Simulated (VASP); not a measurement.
A run of VASP 6.6.1:

File INCAR:

```
  PREC = Accurate
  ENCUT = 600
  EDIFF = 1E-6
  ISMEAR = 0
  SIGMA = 0.05
  LREAL = False
  LASPH = True
  NELM = 120
  ALGO = Normal
  ISIF = 2
  LWAVE = False
  LCHARG = True
  LELF = True
  LVHAR = True
  NBANDS = 16
  GGA_COMPAT = False
```

File KPOINTS:

```
Automatic mesh
0
Gamma
  12 12 6
```

POSCAR

```
BN
1.0
    2.5150004474      0.0000000000      0.0000000000
   -1.2575002237      2.2798876574      0.0000000000
    0.0000000000      0.0000000000      4.0082064349
B N
2 2
Direct
    0.6673598127      0.3347196254      1.0009663144
    0.3326401873      0.6652803746      0.5009663144
    0.6647699312      0.3295398625      0.6240336856
    0.3352300688      0.6704601375      0.1240336856
```

Potentials or basis: VASP PAW LDA potentials, release 64 (B, N).

The run is started by

```sh
$ cat potpaw_LDA.64/B/POTCAR potpaw_LDA.64/N/POTCAR > POTCAR
$ mpirun -np 1 vasp_std > vasp.out
```

Hardware: 1 thread of Intel Xeon 8259CL (shared host).

**Question.** Estimate the wall time of this run.

**Answer.** Wall time 96 s on 1 thread of Intel Xeon 8259CL, with other jobs on the host, peak memory 0.17 GiB. Counts: scf iterations 12, k points 172.
